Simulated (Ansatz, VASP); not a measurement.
## Two plane-wave programs on Al2Ru

The input INCAR:

```
PREC = Accurate
ENCUT = 520
EDIFF = 1E-6
ISMEAR = 0
SIGMA = 0.03
LREAL = F
LASPH = T
NELM = 60
ALGO = Normal
ISIF = 2
LWAVE = F
LCHARG = F
GGA = CA
NBANDS = 29
```

The input KPOINTS:

```
Automatic mesh
0
Gamma
  10 10 10
```

POSCAR

```
Al2Ru
1.0
    0.0000000000      3.6977199564      4.0651824508
    2.4579716853      0.0000000000      4.0651824508
    2.4579716853      3.6977199564      0.0000000000
Al Ru
4 2
Direct
    0.0788992938      0.4211007062      0.0788992938
    0.4211007062      0.0788992938      0.4211007062
    0.1711007062      0.8288992938      0.1711007062
    0.8288992938      0.1711007062      0.8288992938
    0.7500000000      0.7500000000      0.7500000000
    0.5000000000      0.5000000000      0.5000000000
```

Input for Ansatz:

```yaml
crystal:
  lattice:
    - [0.0, 3.6977199564, 4.0651824508]
    - [2.4579716853, 0.0, 4.0651824508]
    - [2.4579716853, 3.6977199564, 0.0]
  atoms:
    - { symbol: Al, position: [0.0788992938, 0.4211007062, 0.0788992938] }
    - { symbol: Al, position: [0.4211007062, 0.0788992938, 0.4211007062] }
    - { symbol: Al, position: [0.1711007062, 0.8288992938, 0.1711007062] }
    - { symbol: Al, position: [0.8288992938, 0.1711007062, 0.8288992938] }
    - { symbol: Ru, position: [0.75, 0.75, 0.75] }
    - { symbol: Ru, position: [0.5, 0.5, 0.5] }
basis:
  ecutwfc: 420
kpoints:
  mp_grid: { grid: [10, 10, 10] }
hamiltonian:
  xc: lda
  pseudopotentials: { kind: paw, azcp: { folder: soft_1 } }
scf:
  occupations: { method: gaussian, width: 0.03 }
output:
  forces: true
  stress: true
  eigenvalues: true
```

Change from the starting cell: volume 12.316 Å^3 an atom, stretch along a over the lengths across it, relative to the relaxed cell 1.1282.

Alike in both runs: task single point; functional LDA; k mesh 10 × 10 × 10; occupations gaussian, width 0.03 eV; no spin polarisation.

|  | VASP | Ansatz |
| --- | --- | --- |
| version | VASP 6.6.1 | Ansatz 0.2.0 |
| potentials or method | VASP PAW LDA potentials, release 64 (Al, Ru_pv), cutoff 520 eV | scalar-relativistic, plane waves, PAW |
| valence electrons in the cell | 40 | 44 |

```tsv
	VASP	Ansatz	Ansatz less VASP
gap on the k mesh at the Fermi level (eV)	0.45	0.45	+0.006
least direct gap on the mesh (eV)	1.24	1.24	+0.001
pressure (GPa)	21.6	20.9	-0.69
traceless stress, the component that is largest in VASP (GPa)	-26.50	-26.42	+0.081
rms of the force components (eV/Å)	0.133	0.140	+0.0073
```

Ansatz warns that its potentials were made for another functional, while VASP's fit it. LDA's correlation is that of Perdew and Zunger in VASP and of Perdew and Wang (1992) in Ansatz. Atom by atom the forces differ by 0.007 eV/Å (rms over components). VASP's potentials hold 40 valence electrons a cell and Ansatz's 44, so a difference there can come from the potentials and not from the codes.
